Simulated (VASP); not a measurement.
# As (Cmce) in VASP: a series of runs, part 2 of 2

VASP 6.6.1. The steps go on from the part before.

### 3 Single point, PBE+D3(BJ)

This run uses another cell than the first one, of 21.69 Å³/atom, 0.967 times its volume.

The input, INCAR:

```
SYSTEM = As
PREC     = Accurate       ! precision mode
ENCUT    = 520            ! plane-wave cutoff, eV
EDIFF    = 1E-6           ! SCF threshold, eV
ISMEAR   = 0              ! smearing method
SIGMA    = 0.01           ! smearing width, eV
LREAL    = .False.        ! projectors in reciprocal space
LASPH    = .True.         ! aspherical terms in the spheres
NELM     = 100            ! most SCF steps
ALGO     = Normal         ! electronic algorithm
ISIF     = 2              ! what is computed and relaxed
LWAVE    = .False.        ! write WAVECAR
LCHARG   = .False.        ! write CHGCAR
GGA      = PE             ! functional
IVDW     = 12             ! dispersion correction
NBANDS   = 18             ! bands
```

The input, KPOINTS:

```
Automatic mesh
0
Gamma
  10 10 8
  0 0 0
```

The input, POSCAR:

```
As
1.0
    1.8709701826     -5.4115389085      0.0000000000
    1.8709701826      5.4115389085      0.0000000000
    0.0000000000      0.0000000000      4.2851748451
As
4
Direct
    0.1127112876      0.8872887124      0.0552772092
    0.6127112876      0.3872887124      0.4447227908
    0.8872887124      0.1127112876      0.9447227908
    0.3872887124      0.6127112876      0.5552772092
```

Potentials or basis: VASP PAW PBE potentials, release 64 (As).

Command:

```
$ cat potpaw_PBE.64/As/POTCAR > POTCAR
$ mpirun -np 1 vasp_std > vasp.out
```

OUTCAR:

```text
SYSTEM = As
   PREC = Accurate
   ENCUT = 520
   EDIFF = 1E-6
   ISMEAR = 0
   LREAL = .False.
   LASPH = .True.
   NELM = 100
   ISIF = 2
   GGA = PE
   IVDW = 12
 IVDW          = 12

 ion  position               nearest neighbor table
   1  0.113  0.887  0.055-   3 2.49   2 2.51   2 2.51
   2  0.613  0.387  0.445-   4 2.49   1 2.51   1 2.51
   3  0.887  0.113  0.945-   1 2.49   4 2.51   4 2.51
   4  0.387  0.613  0.555-   2 2.49   3 2.51   3 2.51

  LATTYP: Found a base centered orthorhombic cell.
 ALAT       =     3.7419403652
 B/A-ratio  =     2.8923704711
 C/A-ratio  =     1.1451745423

  Lattice vectors:

 A1 = (   1.8709701826,  -5.4115389085,   0.0000000000)
 A2 = (   1.8709701826,   5.4115389085,   0.0000000000)
 A3 = (   0.0000000000,   0.0000000000,   4.2851748451)

Analysis of symmetry for initial positions (statically):
=====================================================================
 Subroutine PRICEL returns:
 Original cell was already a primitive cell.

 Routine SETGRP: Setting up the symmetry group for a
 base centered orthorhombic supercell.

 Subroutine GETGRP returns: Found  8 space group operations
 (whereof  4 operations were pure point group operations)
 out of a pool of  8 trial point group operations.

The static configuration has the point symmetry C_2h.
 The point group associated with its full space group is D_2h.

Analysis of symmetry for dynamics (positions and initial velocities):
=====================================================================
 Subroutine PRICEL returns:
 Original cell was already a primitive cell.

 Routine SETGRP: Setting up the symmetry group for a
 base centered orthorhombic supercell.

 Subroutine GETGRP returns: Found  8 space group operations
 (whereof  4 operations were pure point group operations)
 out of a pool of  8 trial point group operations.

The dynamic configuration has the point symmetry C_2h.
 The point group associated with its full space group is D_2h.

 Subroutine INISYM returns: Found  8 space group operations
 (whereof  4 operations are pure point group operations),
 and found     1 'primitive' translations

----------------------------------------------------------------------------------------

                                     Primitive cell

  volume of cell :      86.7733

  direct lattice vectors                    reciprocal lattice vectors
     1.870970183 -5.411538908  0.000000000     0.267241031 -0.092395159  0.000000000
     1.870970183  5.411538908  0.000000000     0.267241031  0.092395159  0.000000000
     0.000000000  0.000000000  4.285174845     0.000000000  0.000000000  0.233362707

  length of vectors
     5.725843412  5.725843412  4.285174845     0.282762505  0.282762505  0.233362707

  position of ions in fractional coordinates (direct lattice)
     0.112711288  0.887288712  0.055277209
     0.612711288  0.387288712  0.444722791
     0.887288712  0.112711288  0.944722791
     0.387288712  0.612711288  0.555277209

  ion indices of the primitive-cell ions
   primitive index   ion index
                 1           1
                 2           2
                 3           3
                 4           4

----------------------------------------------------------------------------------------
[... 28 lines left out ...]
  0.100000 -0.000000  0.000000      4.000000
  0.200000 -0.000000  0.000000      4.000000
  0.300000  0.000000  0.000000      4.000000
  0.400000  0.000000  0.000000      4.000000
  0.500000  0.000000  0.000000      2.000000
[... 16 lines left out ...]
  0.300000  0.300000  0.000000      2.000000
  0.400000  0.300000  0.000000      4.000000
 [... further k-points ...]
   k-points           NKPTS =    155   k-points in BZ     NKDIM =    155   number of bands    NBANDS=     18
   number of dos      NEDOS =    301   number of ions     NIONS =      4
   total plane-waves  NPLWV =  73728
   dimension x,y,z NGX =    48 NGY =   48 NGZ =   32
   dimension x,y,z NGXF=    96 NGYF=   96 NGZF=   64
   ions per type =               4
   NGX,Y,Z   is equivalent  to a cutoff of  13.94, 13.94, 12.41 a.u.
   NGXF,Y,Z  is equivalent  to a cutoff of  27.87, 27.87, 24.83 a.u.
 SYSTEM =  As
   PREC   = accura    normal or accurate (medium, high low for compatibility)
   ISTART =      0    job   : 0-new  1-cont  2-samecut
   ICHARG =      2    charge: 1-file 2-atom 10-const
   ISPIN  =      1    spin polarized calculation?
   LNONCOLLINEAR =      F non collinear calculations
   LSORBIT =      F    spin-orbit coupling
   LASPH  =      T    aspherical Exc in radial PAW
   ENCUT  =  520.0 eV  38.22 Ry    6.18 a.u.  10.65 10.65  7.97*2*pi/ulx,y,z
   NELM   =    100;   NELMIN=  2; NELMDL= -5     # of ELM steps
   EDIFF  = 0.1E-05   stopping-criterion for ELM
   LREAL  =      F    real-space projection
   EDIFFG = 0.1E-04   stopping-criterion for IOM
   NSW    =      0    number of steps for IOM
   IBRION =     -1    ionic relax: 0-MD 1-quasi-New 2-CG
   NFREE  =      0    steps in history (QN), initial steepest desc. (CG)
   ISIF   =      2    stress and relaxation
   ISYM   =      2    0-nonsym 1-usesym 2-fastsym
   POTIM  = 0.5000    time-step for ionic-motion
   TEBEG  =    0.0;   TEEND  =   0.0 temperature during run
   PSTRESS=    0.0 pullay stress
   NELECT =      20.0000    total number of electrons
   NUPDOWN=      -1.0000    fix difference up-down
   EMIN   =  10.00;   EMAX   =-10.00  energy-range for DOS
   EFERMI =   0.00;   METHOD = LEGACY
   ISMEAR =     0;   SIGMA  =   0.01  broadening in eV -4-tet -1-fermi 0-gaus
   EFERMI_NEDOS =   21; number of points for ismear=-14 and -15
   IALGO  =     38    algorithm
   IMIX   =      4    mixing-type and parameters
     AMIX     =   0.40;   BMIX     =  1.00
     AMIX_MAG =   1.60;   BMIX_MAG =  1.00
  volume/ion in A,a.u.               =      21.69       146.39
  Fermi-wavevector in a.u.,A,eV,Ry     =   1.003744  1.896800 13.707885  1.007501
  Thomas-Fermi vector in A             =   2.136315
   LORBIT       =      0    0 simple, 1 ext, 2 COOP (PROOUT), +10 PAW based schemes
   GGA     = PE    functional components
   LHFCALC =     F    Hartree Fock is set to
   AEXX    =    0.0000 exact exchange contribution
   IVDW    =    12    specifies the selected vdW correction
   LEPSILON=     F    determine dielectric tensor
   LRPA    =     F    only Hartree local field effects (RPA)
 non-spin polarized calculation
 Gauss-broadening in eV      SIGMA  =   0.01
  energy-cutoff  :      520.00
  volume of cell :       86.77
 maximum number of plane-waves:      2364
 NGX is ok and might be reduce to    48
   NGX = 21   NGY = 21   NGZ = 15

 number of electron      19.9999998 magnetization

 Free energy of the ion-electron system (eV)
  ---------------------------------------------------
  ext. energy  EPLUGINS =         0.00000000
  ---------------------------------------------------
  free energy    TOTEN  =       -18.51090612 eV

  energy without entropy =      -18.51088363  energy(sigma->0) =      -18.51089488

 E-fermi :   5.1351     XC(G=0):  -9.9414

 val. band max:        5.1303655844   @ k =  -0.4000   0.4000   0.3750
 cond. band min:       5.1619747845   @ k =   0.4000   0.4000   0.1250
 fundamental gap:      0.0316092001
 Fermi energy:         5.1351333073

 k-point     1 :       0.0000    0.0000    0.0000
  band No.  band energies     occupation
      1      -9.7252      2.00000
      2      -6.7700      2.00000
      3      -4.0537      2.00000
      4      -1.1003      2.00000
      5      -0.8032      2.00000
      6       0.8586      2.00000
[... 481 lines left out ...]
      5       1.0969      2.00000
      6       1.4199      2.00000
[... 10 lines left out ...]
     17      11.3636      0.00000
     18      12.7693      0.00000

 [... further k-points ...]

------------------------ aborting loop because EDIFF is reached ----------------------------------------

 Edisp (eV)   -1.66308

 E8    (eV) :    -0.7037

  FORCE on cell =-STRESS in cart. coord.  units (eV):
  Direction    XX          YY          ZZ          XY          YZ          ZX
  --------------------------------------------------------------------------------------
  -------------------------------------------------------------------------------------
  Total       0.19545     0.22076     0.16152     0.00000     0.00000     0.00000
  in kB       3.60872     4.07608     2.98224     0.00000     0.00000     0.00000
  external pressure =        3.56 kB  Pullay stress =        0.00 kB

 VOLUME and BASIS-vectors are now :
 -----------------------------------------------------------------------------
  energy-cutoff  :      520.00
  volume of cell :       86.77
      direct lattice vectors                 reciprocal lattice vectors
     1.870970183 -5.411538908  0.000000000     0.267241031 -0.092395159  0.000000000
     1.870970183  5.411538908  0.000000000     0.267241031  0.092395159  0.000000000
     0.000000000  0.000000000  4.285174845     0.000000000  0.000000000  0.233362707

 POSITION                                       TOTAL-FORCE (eV/Angst)
 -----------------------------------------------------------------------------------
      1.87097      4.19166      0.23687         0.000000     -0.049016     -0.039795
      1.87097     -1.21988      1.90571         0.000000     -0.049016      0.039795
      1.87097     -4.19166      4.04830         0.000000      0.049016      0.039795
      1.87097      1.21988      2.37946         0.000000      0.049016     -0.039795
 -----------------------------------------------------------------------------------
    total drift:                               -0.000000     -0.000000      0.000000

  FREE ENERGIE OF THE ION-ELECTRON SYSTEM (eV)
  ---------------------------------------------------
  free  energy   TOTEN  =       -20.1739846703 eV

  energy  without entropy=      -20.1739621756  energy(sigma->0) =      -20.17397342
```

It took 3.4 min on 1 thread of Intel Xeon 6975P-C, shared host; peak memory 0.38 GiB.

Results:

```
Free energy                : -20.1740 eV
Pressure                   : 0.4 GPa
Largest force              : 0.063 eV/Å
Band gap on the k mesh     : zero (band 10 reaches 5.25 eV, above the bottom of band 11 at 4.97 eV)
Dispersion energy per atom : -0.416 eV
```

Forces on the atoms (eV/Å):
```
As   0.000 -0.049 -0.040
As   0.000 -0.049  0.040
As   0.000  0.049  0.040
As   0.000  0.049 -0.040
```

Levels at points of the mesh, in eV from the Fermi level:
| k point | band 6 | band 7 | band 8 | band 9 | band 10 | band 11 | band 12 | band 13 | band 14 | band 15 |
| --- | --- | --- | --- | --- | --- | --- | --- | --- | --- | --- |
| (0.00, 0.00, 0.00) | -4.28 | -3.39 | -2.33 | -2.04 | -0.92 | 1.92 | 2.37 | 2.42 | 3.57 | 4.84 |
| (0.50, 0.00, 0.00) | -3.63 | -2.41 | -2.41 | -2.17 | -2.17 | 0.79 | 0.79 | 1.23 | 1.23 | 3.27 |
| (0.50, 0.50, 0.00) | -4.23 | -3.85 | -1.72 | -1.55 | -0.49 | -0.06 | 1.94 | 2.24 | 3.12 | 4.94 |
| (0.00, 0.00, 0.50) | -4.42 | -2.19 | -2.19 | -0.61 | -0.61 | 0.75 | 0.75 | 1.59 | 1.59 | 5.25 |
| (0.50, 0.00, 0.50) | -5.64 | -4.77 | -4.77 | -1.88 | -1.88 | 1.93 | 1.93 | 5.17 | 5.17 | 6.77 |
| (0.50, 0.50, 0.50) | -2.34 | -1.75 | -1.75 | -1.17 | -1.17 | 1.40 | 1.40 | 1.73 | 1.73 | 2.22 |

Caveat: pairwise dispersion overbinds metals, which lowers pressure and volume.

### 4 Single point, PBE+D3(BJ)

This run uses another cell than the first one, of 21.67 Å³/atom, 0.966 times its volume.

The input, INCAR:

```
PREC     = Accurate       # precision mode
ENCUT    = 520            # plane-wave cutoff, eV
EDIFF    = 1E-6           # SCF threshold, eV
ISMEAR   = -1             # smearing method
SIGMA    = 0.15           # smearing width, eV
LREAL    = F              # projectors in reciprocal space
LASPH    = T              # aspherical terms in the spheres
NELM     = 100            # most SCF steps
ALGO     = Normal         # electronic algorithm
ISIF     = 2              # what is computed and relaxed
LWAVE    = F              # write WAVECAR
LCHARG   = F              # write CHGCAR
GGA      = PE             # functional
IVDW     = 12             # dispersion correction
NBANDS   = 18             # bands
```

The input, KPOINTS:

```
regular mesh
0
Gamma
  12 12 10
```

The input, POSCAR:

```
As
1.0
    1.8643743148     -5.4219132809      0.0000000000
    1.8643743148      5.4219132809      0.0000000000
    0.0000000000      0.0000000000      4.2882141827
As
4
Direct
    0.1128210598      0.8871789402      0.0548461609
    0.6128210598      0.3871789402      0.4451538391
    0.8871789402      0.1128210598      0.9451538391
    0.3871789402      0.6128210598      0.5548461609
```

Command:

```
$ cat potpaw_PBE.64/As/POTCAR > POTCAR
$ mpirun -np 1 vasp_std > vasp.out
```

Run time: 5.4 min. Hardware: 1 thread of Intel Xeon 6975P-C, shared host; peak memory 0.48 GiB.

The run converged. Its results:

| Item | Value |
| --- | --- |
| Free energy | -20.1893 eV |
| Pressure | 0.3 GPa |
| Largest force | 0.060 eV/Å |
| Band gap on the k mesh | zero (band 10 reaches 5.30 eV, above the bottom of band 11 at 4.85 eV) |
| Dispersion energy per atom | -0.416 eV |

Forces in eV/Å, atoms in the order of the input:
```
As   0.000 -0.042 -0.042
As   0.000 -0.042  0.042
As   0.000  0.042  0.042
As   0.000  0.042 -0.042
```

Levels at points of the mesh, in eV from the Fermi level:
| k point | band 6 | band 7 | band 8 | band 9 | band 10 | band 11 | band 12 | band 13 | band 14 | band 15 |
| --- | --- | --- | --- | --- | --- | --- | --- | --- | --- | --- |
| (0.00, 0.00, 0.00) | -4.26 | -3.30 | -2.27 | -2.05 | -0.89 | 1.99 | 2.37 | 2.50 | 3.64 | 4.88 |
| (0.50, 0.00, 0.00) | -3.59 | -2.38 | -2.38 | -2.13 | -2.13 | 0.80 | 0.80 | 1.24 | 1.24 | 3.27 |
| (0.50, 0.50, 0.00) | -4.21 | -3.76 | -1.72 | -1.49 | -0.50 | 0.01 | 2.01 | 2.33 | 3.18 | 4.94 |
| (0.00, 0.00, 0.50) | -4.40 | -2.11 | -2.11 | -0.53 | -0.53 | 0.82 | 0.82 | 1.64 | 1.64 | 5.25 |
| (0.50, 0.00, 0.50) | -5.62 | -4.75 | -4.75 | -1.86 | -1.86 | 1.95 | 1.95 | 5.22 | 5.22 | 6.76 |
| (0.50, 0.50, 0.50) | -2.27 | -1.72 | -1.72 | -1.10 | -1.10 | 1.40 | 1.40 | 1.78 | 1.78 | 2.27 |

Caveat: pairwise dispersion overbinds metals, which lowers pressure and volume.

### 5 Single point, PBE+D3(BJ)

This run uses another cell than the first one, of 21.74 Å³/atom, 0.969 times its volume.

The input, INCAR:

```
  ALGO = Normal
  EDIFF = 1E-7
  ENCUT = 520
  GGA = PE
  ISIF = 2
  ISMEAR = 0
  IVDW = 12
  LASPH = True
  LCHARG = False
  LREAL = False
  LWAVE = False
  NBANDS = 18
  NELM = 100
  PREC = Accurate
  SIGMA = 0.1
```

The input, KPOINTS:

```
k-points
0
Gamma
  12 12 10
```

The input, POSCAR:

```
As
1.0
    1.8680572768     -5.4147564453      0.0000000000
    1.8680572768      5.4147564453      0.0000000000
    0.0000000000      0.0000000000      4.2989676045
As
4
Direct
    0.1126485188      0.8873514812      0.0555640984
    0.6126485188      0.3873514812      0.4444359016
    0.8873514812      0.1126485188      0.9444359016
    0.3873514812      0.6126485188      0.5555640984
```

Command:

```
$ cat potpaw_PBE.64/As/POTCAR > POTCAR
$ mpirun -np 1 vasp_std > vasp.out
```

Wall time 6.3 min (1 thread of Intel Xeon 6975P-C, shared host); peak memory 0.48 GiB.

The run converged. Its results:

* Free energy: -20.1742 eV
* Pressure: 0.3 GPa
* Largest force: 0.056 eV/Å
* Band gap on the k mesh: zero (band 10 reaches 5.23 eV, above the bottom of band 11 at 4.88 eV)
* Dispersion energy per atom: -0.415 eV

Forces in eV/Å, atoms in the order of the input:
```
As   0.000 -0.042 -0.037
As   0.000 -0.042  0.037
As   0.000  0.042  0.037
As   0.000  0.042 -0.037
```

Stress tensor (GPa, compression positive):
```
0.28 0.00 0.00
0.00 0.35 0.00
0.00 0.00 0.25
```

Levels at points of the mesh, in eV from the Fermi level:
| k point | band 8 | band 9 | band 10 | band 11 | band 12 | band 13 |
| --- | --- | --- | --- | --- | --- | --- |
| (0.00, 0.00, 0.00) | -2.26 | -2.02 | -0.89 | 1.96 | 2.38 | 2.47 |
| (0.50, 0.00, 0.00) | -2.38 | -2.14 | -2.14 | 0.83 | 0.83 | 1.25 |
| (0.50, 0.50, 0.00) | -1.67 | -1.49 | -0.44 | 0.00 | 1.99 | 2.29 |
| (0.00, 0.00, 0.50) | -2.13 | -0.56 | -0.56 | 0.81 | 0.81 | 1.66 |
| (0.50, 0.00, 0.50) | -4.72 | -1.84 | -1.84 | 1.97 | 1.97 | 5.17 |
| (0.50, 0.50, 0.50) | -1.71 | -1.13 | -1.13 | 1.44 | 1.44 | 1.77 |

Caveat: pairwise dispersion overbinds metals, which lowers pressure and volume.

### 6 The runs side by side

```csv
cell,k mesh,smearing,gap on the mesh (eV),pressure (GPa),largest force (eV/Å)
"a = 5.795, b = 5.795, c = 4.470 Å, angles 90.0, 90.0, 143.3°, 4 atoms",6 × 6 × 4,gaussian 0.1 eV,0.28,0.4,0.14
"a = 5.726, b = 5.726, c = 4.285 Å, angles 90.0, 90.0, 141.9°, 4 atoms",10 × 10 × 8,gaussian 0.01 eV,none,0.4,0.06
"a = 5.734, b = 5.734, c = 4.288 Å, angles 90.0, 90.0, 142.0°, 4 atoms",12 × 12 × 10,fermi-dirac 0.15 eV,none,0.3,0.06
"a = 5.728, b = 5.728, c = 4.299 Å, angles 90.0, 90.0, 141.9°, 4 atoms",12 × 12 × 10,gaussian 0.1 eV,none,0.3,0.06
```

Alike in all rows: task single point; level PBE+D3(BJ); potentials or basis VASP PAW PBE potentials, release 64 (As); no spin polarisation; cutoff (eV) 520.

Caveats: pairwise dispersion overbinds metals, which lowers pressure and volume (some runs).

Absolute energies hang on the potentials; compare differences alone.
